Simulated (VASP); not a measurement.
Wanted: the native input for a VASP 6.6.1 run.

- Task: single point
- Functional: PBE
- Potentials or basis: VASP PAW PBE potentials, release 64 (P, N)
- Cutoff: 520 eV
- k mesh: 10 × 10 × 14
- Occupations: gaussian, width 0.1 eV
- Spin: no spin polarisation
- Dipole correction: no
- Further INCAR settings: ALGO = Normal; EDIFF = 1e-06; NBANDS = 24

The structure of PN2 lies in POSCAR:

```
PN2
1.0
    4.1944200898      0.0000000000      0.0000000000
    0.0000000000      4.1944200898      0.0000000000
    0.0000000000      0.0000000000      2.6845953469
P N
2 4
Direct
    0.0000000000      0.0000000000      0.0000000000
    0.5000000000      0.5000000000      0.5000000000
    0.3052227331      0.3052227331      0.0000000000
    0.6947772669      0.6947772669      0.0000000000
    0.8052227331      0.1947772669      0.5000000000
    0.1947772669      0.8052227331      0.5000000000
```

One way to write it, as run:

INCAR

```
PREC = Accurate
ENCUT = 520
EDIFF = 1E-6
ISMEAR = 0
SIGMA = 0.1
LREAL = False
LASPH = True
NELM = 60
ALGO = Normal
ISIF = 2
LWAVE = False
LCHARG = False
GGA = PE
NBANDS = 24
```

KPOINTS

```
Automatic mesh
0
Gamma
  10 10 14
```

Potentials or basis: VASP PAW PBE potentials, release 64 (P, N).

Launch:

```sh
$ cat potpaw_PBE.64/P/POTCAR potpaw_PBE.64/N/POTCAR > POTCAR
$ mpirun -np 1 vasp_std > vasp.out
```

It gave:

* Pressure: -1.5 GPa
* Largest force: 0.012 eV/Å
* Band gap on the k mesh: zero (bands 15 and 16 overlap by 2.86 eV)

Run time: 3.5 min on 1 thread of AMD EPYC 7R13, with other jobs on the host, peak memory 0.22 GiB.
